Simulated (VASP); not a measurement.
# TiI3 (P6_3/mcm) in VASP: single point with LDA

Aim: the single point of TiI3 with LDA.

Program: VASP 6.6.1. These are calculated values, not measurements. Logs are shortened: lines on timing, memory, paths and dates and some standing lists are left out, and cuts for length are marked.

### 1 The cell of the first run

Symmetry: P6_3/mcm, No. 193, hexagonal system. The conventional cell has a = 6.510 Å, b = 6.510 Å, c = 5.941 Å, α = 90.00°, β = 90.00°, γ = 120.00°. I (site symmetry m2m) has 2 Ti at 2.69 Å and 12 I at 3.59 to 3.89 Å within 3.9 Å. Ti (site symmetry -3m) has 6 I at 2.69 Å and 2 Ti at 2.97 Å within 3.6 Å.

### 2 Single point, LDA

INCAR

```
PREC     = Accurate       # precision mode
ENCUT    = 520            # plane-wave cutoff, eV
EDIFF    = 1E-6           # SCF threshold, eV
ISMEAR   = 1              # smearing method
SIGMA    = 0.0351         # smearing width, eV
LREAL    = False          # projectors in reciprocal space
LASPH    = True           # aspherical terms in the spheres
NELM     = 60             # most SCF steps
ALGO     = Normal         # electronic algorithm
ISIF     = 2              # what is computed and relaxed
LWAVE    = False          # write WAVECAR
LCHARG   = False          # write CHGCAR
NBANDS   = 43             # bands
```

KPOINTS

```
Automatic mesh
0
Gamma
  6 6 4
```

POSCAR

```
TiI3
1.0
    6.5096524748      0.0000000000      0.0000000000
   -3.2548262374      5.6375244130      0.0000000000
    0.0000000000      0.0000000000      5.9412036948
I Ti
6 2
Direct
    0.3451933498      0.0000000000      0.2500000000
    0.3451933498      0.3451933498      0.7500000000
    0.0000000000      0.3451933498      0.2500000000
    0.6548066502      0.0000000000      0.7500000000
    0.6548066502      0.6548066502      0.2500000000
    0.0000000000      0.6548066502      0.7500000000
    0.0000000000      0.0000000000      0.0000000000
    0.0000000000      0.0000000000      0.5000000000
```

Potentials or basis: VASP PAW LDA potentials, release 64 (I, Ti_sv).

Run with:

```bash
$ cat potpaw_LDA.64/I/POTCAR potpaw_LDA.64/Ti_sv/POTCAR > POTCAR
$ mpirun -np 1 vasp_std > vasp.out
```

OUTCAR:

```text
PREC = Accurate
   ENCUT = 520
   EDIFF = 1E-6
   ISMEAR = 1
   LREAL = False
   LASPH = True
   NELM = 60
   ISIF = 2

 ion  position               nearest neighbor table
   1  0.345  0.000  0.250-   7 2.69   8 2.69
   2  0.345  0.345  0.750-   7 2.69   8 2.69
   3  0.000  0.345  0.250-   7 2.69   8 2.69
   4  0.655  0.000  0.750-   7 2.69   8 2.69
   5  0.655  0.655  0.250-   7 2.69   8 2.69
   6  0.000  0.655  0.750-   7 2.69   8 2.69
   7  0.000  0.000  0.000-   1 2.69   4 2.69   3 2.69   2 2.69   5 2.69   6 2.69
   8  0.000  0.000  0.500-   1 2.69   4 2.69   3 2.69   2 2.69   5 2.69   6 2.69

  LATTYP: Found a hexagonal cell.
 ALAT       =     6.5096524748
 C/A-ratio  =     0.9126760173

  Lattice vectors:

 A1 = (   6.5096524748,   0.0000000000,   0.0000000000)
 A2 = (  -3.2548262374,   5.6375244130,   0.0000000000)
 A3 = (   0.0000000000,   0.0000000000,   5.9412036948)

Analysis of symmetry for initial positions (statically):
=====================================================================
 Subroutine PRICEL returns:
 Original cell was already a primitive cell.

 Routine SETGRP: Setting up the symmetry group for a
 hexagonal supercell.

 Subroutine GETGRP returns: Found 24 space group operations
 (whereof 12 operations were pure point group operations)
 out of a pool of 24 trial point group operations.

The static configuration has the point symmetry D_3d.
 The point group associated with its full space group is D_6h.

Analysis of symmetry for dynamics (positions and initial velocities):
=====================================================================
 Subroutine PRICEL returns:
 Original cell was already a primitive cell.

 Routine SETGRP: Setting up the symmetry group for a
 hexagonal supercell.

 Subroutine GETGRP returns: Found 24 space group operations
 (whereof 12 operations were pure point group operations)
 out of a pool of 24 trial point group operations.

The dynamic configuration has the point symmetry D_3d.
 The point group associated with its full space group is D_6h.

 Subroutine INISYM returns: Found 24 space group operations
 (whereof 12 operations are pure point group operations),
[... 103 lines left out ...]
   NELM   =     60;   NELMIN=  2; NELMDL= -5     # of ELM steps
   EDIFF  = 0.1E-05   stopping-criterion for ELM
   LREAL  =      F    real-space projection
   EDIFFG = 0.1E-04   stopping-criterion for IOM
   NSW    =      0    number of steps for IOM
   IBRION =     -1    ionic relax: 0-MD 1-quasi-New 2-CG
   NFREE  =      0    steps in history (QN), initial steepest desc. (CG)
   ISIF   =      2    stress and relaxation
   ISYM   =      2    0-nonsym 1-usesym 2-fastsym
   POTIM  = 0.5000    time-step for ionic-motion
   TEBEG  =    0.0;   TEEND  =   0.0 temperature during run
   PSTRESS=    0.0 pullay stress
   NELECT =      66.0000    total number of electrons
   NUPDOWN=      -1.0000    fix difference up-down
   EMIN   =  10.00;   EMAX   =-10.00  energy-range for DOS
   EFERMI =   0.00;   METHOD = LEGACY
   ISMEAR =     1;   SIGMA  =   0.04  broadening in eV -4-tet -1-fermi 0-gaus
   EFERMI_NEDOS =   21; number of points for ismear=-14 and -15
   IALGO  =     38    algorithm
   IMIX   =      4    mixing-type and parameters
     AMIX     =   0.40;   BMIX     =  1.00
     AMIX_MAG =   1.60;   BMIX_MAG =  1.00
  volume/ion in A,a.u.               =      27.25       183.92
  Fermi-wavevector in a.u.,A,eV,Ry     =   1.099215  2.077215 16.439556  1.208273
  Thomas-Fermi vector in A             =   2.235606
   LORBIT       =      0    0 simple, 1 ext, 2 COOP (PROOUT), +10 PAW based schemes
   GGA     = CA    functional components
   LHFCALC =     F    Hartree Fock is set to
   AEXX    =    0.0000 exact exchange contribution
   IVDW    =     0    specifies the selected vdW correction
   LEPSILON=     F    determine dielectric tensor
   LRPA    =     F    only Hartree local field effects (RPA)
 non-spin polarized calculation
 Methfessel and Paxton  Order N= 1 SIGMA  =   0.04
  energy-cutoff  :      520.00
  volume of cell :      218.03
 maximum number of plane-waves:      5894
   NGX = 25   NGY = 25   NGZ = 23

 number of electron      65.9999978 magnetization

 Free energy of the ion-electron system (eV)
  ---------------------------------------------------
  ext. energy  EPLUGINS =         0.00000000
  ---------------------------------------------------
  free energy    TOTEN  =       -35.23304384 eV

  energy without entropy =      -35.23166432  energy(sigma->0) =      -35.23258400

 E-fermi :   7.3099     XC(G=0): -10.1082

 val. band max:        7.3044303553   @ k =   0.3333   0.1667   0.2500
 cond. band min:       7.3601883186   @ k =   0.3333   0.3333   0.0000
 fundamental gap:      0.0557579632
 Fermi energy:         7.3098510515

 k-point     1 :       0.0000    0.0000    0.0000
  band No.  band energies     occupation
      1     -49.7803      2.00000
      2     -49.7455      2.00000
      3     -26.5491      2.00000
      4     -26.5491      2.00000
      5     -26.5045      2.00000
      6     -26.5045      2.00000
[... 955 lines left out ...]
     42       9.1512      0.00000
     43      11.8535      0.00000

------------------------ aborting loop because EDIFF is reached ----------------------------------------

  FORCE on cell =-STRESS in cart. coord.  units (eV):
  Direction    XX          YY          ZZ          XY          YZ          ZX
  --------------------------------------------------------------------------------------
  -------------------------------------------------------------------------------------
  Total        6.9091843      6.9091843      6.8481706     -0.0000000      0.0000000      0.0000000
  in kB       50.7711122     50.7711122     50.3227621     -0.0000000      0.0000000      0.0000000
  external PRESSURE =      50.6216622 kB  Pullay stress =       0.0000000 kB

 VOLUME and BASIS-vectors are now :
 -----------------------------------------------------------------------------
  energy-cutoff  :      520.00
  volume of cell :      218.03
      direct lattice vectors                 reciprocal lattice vectors
     6.509652475  0.000000000  0.000000000     0.153618032  0.088691412  0.000000000
    -3.254826237  5.637524413  0.000000000     0.000000000  0.177382824  0.000000000
     0.000000000  0.000000000  5.941203695     0.000000000  0.000000000  0.168316060

 POSITION                                       TOTAL-FORCE (eV/Angst)
 -----------------------------------------------------------------------------------
      2.24709      0.00000      1.48530         0.017728     -0.000000     -0.000000
      1.12354      1.94604      4.45590         0.008864      0.015353      0.000000
     -1.12354      1.94604      1.48530        -0.008864      0.015353     -0.000000
      4.26256      0.00000      4.45590        -0.017728     -0.000000     -0.000000
      2.13128      3.69149      1.48530        -0.008864     -0.015353     -0.000000
     -2.13128      3.69149      4.45590         0.008864     -0.015353      0.000000
      0.00000      0.00000      0.00000         0.000000     -0.000000      0.000000
      0.00000      0.00000      2.97060         0.000000     -0.000000      0.000000
 -----------------------------------------------------------------------------------
    total drift:                               -0.000000     -0.000000      0.000000

  FREE ENERGIE OF THE ION-ELECTRON SYSTEM (eV)
  ---------------------------------------------------
  free  energy   TOTEN  =       -35.2330438428 eV

  energy  without entropy=      -35.2316643236  energy(sigma->0) =      -35.23258400
```

Wall time 5.6 min (1 thread of AMD EPYC 7R43 (Zen 3), shared host); peak memory 0.31 GiB.

What came out:

```
Free energy            : -35.2330 eV
Pressure               : 5.1 GPa
Largest force          : 0.018 eV/Å
Band gap on the k mesh : zero (bands 33 and 34 overlap by 0.54 eV)
```

Forces in eV/Å, atoms in the order of the input:
```
I    0.018  0.000  0.000
I    0.009  0.015  0.000
I   -0.009  0.015  0.000
I   -0.018  0.000  0.000
I   -0.009 -0.015  0.000
I    0.009 -0.015  0.000
Ti   0.000  0.000  0.000
Ti   0.000  0.000  0.000
```

Caveat: the cell stands under pressure; spin-orbit coupling is left out, which moves the levels of the heavy elements; semilocal functionals often make such compounds metallic where correlation or magnetic order opens a gap, which also shifts bond lengths.
